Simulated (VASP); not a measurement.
# MgO (rocksalt type) (Fm-3m) in VASP: further runs, part 2 of 2

VASP 6.6.1. The steps go on from the part before.

**3. Density of states, LDA**

This run uses another cell than the first one, of 8.99 Å³/atom, 1.064 times its volume.

Input file POSCAR:

```
MgO
1.0
    0.0000000000      2.0796222308      2.0796222308
    2.0796222308      0.0000000000      2.0796222308
    2.0796222308      2.0796222308      0.0000000000
Mg O
1 1
Direct
    0.0000000000      0.0000000000      0.0000000000
    0.5000000000      0.5000000000      0.5000000000
```

Input file INCAR.step1:

```
PREC = Accurate
ENCUT = 520
EDIFF = 1E-6
ISMEAR = -1
SIGMA = 0.05
LREAL = False
LASPH = True
NELM = 120
ALGO = Normal
ISIF = 2
LWAVE = False
LCHARG = True
GGA = CA
NBANDS = 11
GGA_COMPAT = False
NEDOS = 2001
LORBIT = 11
```

Input file KPOINTS.step1:

```
regular mesh
0
Gamma
  15 15 15
```

Input file INCAR.step2:

```
PREC = Accurate
ENCUT = 520
EDIFF = 1E-6
ISMEAR = -5
SIGMA = 0.05
LREAL = False
LASPH = True
NELM = 120
ALGO = Normal
ISIF = 2
LWAVE = False
LCHARG = False
GGA = CA
LORBIT = 11
NBANDS = 11
NEDOS = 2001
ICHARG = 11
GGA_COMPAT = False
```

Input file KPOINTS.step2:

```
regular mesh
0
Gamma
  23 23 23
```

Potentials or basis: VASP PAW LDA potentials, release 64 (Mg, O).

Launch:

```sh
> cat potpaw_LDA.64/Mg/POTCAR potpaw_LDA.64/O/POTCAR > POTCAR
> cp INCAR.step1 INCAR
> cp KPOINTS.step1 KPOINTS
> mpirun -np 1 vasp_std > vasp.out
> cp INCAR.step2 INCAR
> cp KPOINTS.step2 KPOINTS
> mpirun -np 1 vasp_std > vasp.out
```

OUTCAR:

```text
PREC = Accurate
   ENCUT = 520
   EDIFF = 1E-6
   ISMEAR = -5
   LREAL = False
   LASPH = True
   NELM = 120
   ISIF = 2
   GGA = CA
   LORBIT = 11
   ICHARG = 11

 ion  position               nearest neighbor table
   1  0.000  0.000  0.000-   2 2.08   2 2.08   2 2.08   2 2.08   2 2.08   2 2.08
   2  0.500  0.500  0.500-   1 2.08   1 2.08   1 2.08   1 2.08   1 2.08   1 2.08

  LATTYP: Found a face centered cubic cell.
 ALAT       =     4.1592444616

  Lattice vectors:

 A1 = (   0.0000000000,   2.0796222308,   2.0796222308)
 A2 = (   2.0796222308,   0.0000000000,   2.0796222308)
 A3 = (   2.0796222308,   2.0796222308,   0.0000000000)

Analysis of symmetry for initial positions (statically):
=====================================================================
 Subroutine PRICEL returns:
 Original cell was already a primitive cell.

 Routine SETGRP: Setting up the symmetry group for a
 face centered cubic supercell.

 Subroutine GETGRP returns: Found 48 space group operations
 (whereof 48 operations were pure point group operations)
 out of a pool of 48 trial point group operations.

The static configuration has the point symmetry O_h .

Analysis of symmetry for dynamics (positions and initial velocities):
=====================================================================
 Subroutine PRICEL returns:
 Original cell was already a primitive cell.

 Routine SETGRP: Setting up the symmetry group for a
 face centered cubic supercell.

 Subroutine GETGRP returns: Found 48 space group operations
 (whereof 48 operations were pure point group operations)
 out of a pool of 48 trial point group operations.

The dynamic configuration has the point symmetry O_h .

 Subroutine INISYM returns: Found 48 space group operations
 (whereof 48 operations are pure point group operations),
 and found     1 'primitive' translations

----------------------------------------------------------------------------------------

                                     Primitive cell

  volume of cell :      17.9880

  direct lattice vectors                    reciprocal lattice vectors
     0.000000000  2.079622231  2.079622231    -0.240428282  0.240428282  0.240428282
     2.079622231  0.000000000  2.079622231     0.240428282 -0.240428282  0.240428282
     2.079622231  2.079622231  0.000000000     0.240428282  0.240428282 -0.240428282

  length of vectors
     2.941029963  2.941029963  2.941029963     0.416434000  0.416434000  0.416434000

  position of ions in fractional coordinates (direct lattice)
     0.000000000  0.000000000  0.000000000
     0.500000000  0.500000000  0.500000000

  ion indices of the primitive-cell ions
   primitive index   ion index
                 1           1
                 2           2

----------------------------------------------------------------------------------------

 KPOINTS: regular mesh

Automatic generation of k-mesh.
 Grid dimensions read from file:
[... 26 lines left out ...]
  0.086957  0.000000  0.000000      8.000000
  0.130435  0.000000  0.000000      8.000000
  0.173913  0.000000  0.000000      8.000000
  0.217391  0.000000  0.000000      8.000000
[... 16 lines left out ...]
  0.478261  0.043478  0.000000     24.000000
 -0.478261  0.043478  0.000000     24.000000
 [... further k-points ...]
   k-points           NKPTS =    364   k-points in BZ     NKDIM =    364   number of bands    NBANDS=     11
   number of dos      NEDOS =   2001   number of ions     NIONS =      2
   total plane-waves  NPLWV =  13824
   dimension x,y,z NGX =    24 NGY =   24 NGZ =   24
   dimension x,y,z NGXF=    48 NGYF=   48 NGZF=   48
   ions per type =               1   1
   NGX,Y,Z   is equivalent  to a cutoff of  13.57, 13.57, 13.57 a.u.
   NGXF,Y,Z  is equivalent  to a cutoff of  27.13, 27.13, 27.13 a.u.
 SYSTEM =  unknown system
   PREC   = accura    normal or accurate (medium, high low for compatibility)
   ISTART =      0    job   : 0-new  1-cont  2-samecut
   ICHARG =     11    charge: 1-file 2-atom 10-const
   ISPIN  =      1    spin polarized calculation?
   LNONCOLLINEAR =      F non collinear calculations
   LSORBIT =      F    spin-orbit coupling
   LASPH  =      T    aspherical Exc in radial PAW
   ENCUT  =  520.0 eV  38.22 Ry    6.18 a.u.   5.47  5.47  5.47*2*pi/ulx,y,z
   NELM   =    120;   NELMIN=  2; NELMDL=  0     # of ELM steps
   EDIFF  = 0.1E-05   stopping-criterion for ELM
   LREAL  =      F    real-space projection
   EDIFFG = 0.1E-04   stopping-criterion for IOM
   NSW    =      0    number of steps for IOM
   IBRION =     -1    ionic relax: 0-MD 1-quasi-New 2-CG
   NFREE  =      0    steps in history (QN), initial steepest desc. (CG)
   ISIF   =      2    stress and relaxation
   ISYM   =      2    0-nonsym 1-usesym 2-fastsym
   POTIM  = 0.5000    time-step for ionic-motion
   TEBEG  =    0.0;   TEEND  =   0.0 temperature during run
   PSTRESS=    0.0 pullay stress
   NELECT =       8.0000    total number of electrons
   NUPDOWN=      -1.0000    fix difference up-down
   EMIN   =  10.00;   EMAX   =-10.00  energy-range for DOS
   EFERMI =   0.00;   METHOD = LEGACY
   ISMEAR =    -5;   SIGMA  =   0.05  broadening in eV -4-tet -1-fermi 0-gaus
   EFERMI_NEDOS =   21; number of points for ismear=-14 and -15
   IALGO  =     38    algorithm
   IMIX   =      4    mixing-type and parameters
     AMIX     =   0.40;   BMIX     =  1.00
     AMIX_MAG =   1.60;   BMIX_MAG =  1.00
  volume/ion in A,a.u.               =       8.99        60.69
  Fermi-wavevector in a.u.,A,eV,Ry     =   1.249617  2.361434 21.246089  1.561543
  Thomas-Fermi vector in A             =   2.383650
   LORBIT       =     11    0 simple, 1 ext, 2 COOP (PROOUT), +10 PAW based schemes
   GGA     = CA    functional components
   LHFCALC =     F    Hartree Fock is set to
   AEXX    =    0.0000 exact exchange contribution
   IVDW    =     0    specifies the selected vdW correction
   LEPSILON=     F    determine dielectric tensor
   LRPA    =     F    only Hartree local field effects (RPA)
 non-spin polarized calculation
 Fermi weights with tetrahedron method with Bloechl corrections
  energy-cutoff  :      520.00
  volume of cell :       17.99
 maximum number of plane-waves:       531
 NGX is ok and might be reduce to    24

 number of electron       8.0000000 magnetization

 Free energy of the ion-electron system (eV)
  ---------------------------------------------------
  ext. energy  EPLUGINS =         0.00000000
  ---------------------------------------------------
  free energy    TOTEN  =       -13.44476057 eV

  energy without entropy =      -13.44476057  energy(sigma->0) =      -13.44476057

 E-fermi :   3.1972     XC(G=0): -11.7758

 val. band max:        3.1740024327   @ k =   0.0000   0.0000   0.0000
 cond. band min:       8.2084879217   @ k =   0.0000   0.0000   0.0000
 fundamental gap:      5.0344854890
 Fermi energy:         3.1972257376

 k-point     1 :       0.0000    0.0000    0.0000
  band No.  band energies     occupation
      1     -14.0315      2.00000
      2       3.1740      2.00000
      3       3.1740      2.00000
      4       3.1740      2.00000
      5       8.2085      0.00000
      6      18.9046      0.00000
      7      18.9046      0.00000
      8      18.9046      0.00000
      9      23.0294      0.00000
     10      24.7200      0.00000
     11      24.7200      0.00000
[... 309 lines left out ...]
 k-point    24 :      -0.4783    0.0435    0.0000
  band No.  band energies     occupation
      1     -12.5706      2.00000
      2      -1.6665      2.00000
      3       2.3847      2.00000
      4       2.4533      2.00000
      5      11.2423      0.00000
      6      15.9817      0.00000
      7      19.3121      0.00000
      8      19.6121      0.00000
      9      24.6096      0.00000
     10      25.6613      0.00000
     11      25.7826      0.00000

 [... further k-points ...]
[... 5 lines left out ...]
  --------------------------------------------------------------------------------------
  -------------------------------------------------------------------------------------
  Total       -0.1900728     -0.1900728     -0.1900728      0.0000000     -0.0000000      0.0000000
  in kB      -16.9296158    -16.9296158    -16.9296158      0.0000000     -0.0000000      0.0000000
  external PRESSURE =     -16.9296158 kB  Pullay stress =       0.0000000 kB

 VOLUME and BASIS-vectors are now :
 -----------------------------------------------------------------------------
  energy-cutoff  :      520.00
  volume of cell :       17.99
      direct lattice vectors                 reciprocal lattice vectors
     0.000000000  2.079622231  2.079622231    -0.240428282  0.240428282  0.240428282
     2.079622231  0.000000000  2.079622231     0.240428282 -0.240428282  0.240428282
     2.079622231  2.079622231  0.000000000     0.240428282  0.240428282 -0.240428282

 POSITION                                       TOTAL-FORCE (eV/Angst)
 -----------------------------------------------------------------------------------
      0.00000      0.00000      0.00000         0.000000      0.000000      0.000000
      2.07962      2.07962      2.07962         0.000000      0.000000      0.000000
 -----------------------------------------------------------------------------------
    total drift:                               -0.000000     -0.000000      0.000000

  FREE ENERGIE OF THE ION-ELECTRON SYSTEM (eV)
  ---------------------------------------------------
  free  energy   TOTEN  =       -13.4447605679 eV

  energy  without entropy=      -13.4447605679  energy(sigma->0) =      -13.44476057

 total charge

# of ion       s       p       d       tot
------------------------------------------
    1        0.160   0.201   0.088   0.448
    2        1.531   3.559   0.000   5.090
--------------------------------------------------
tot          1.690   3.760   0.088   5.538
```

Run time: 35 s. Hardware: 1 thread of Intel Xeon 6975P-C, shared host; peak memory 0.19 GiB.

Results:

```
Valence electrons inside the program's atomic spheres : Mg 0.45; O 5.09
```
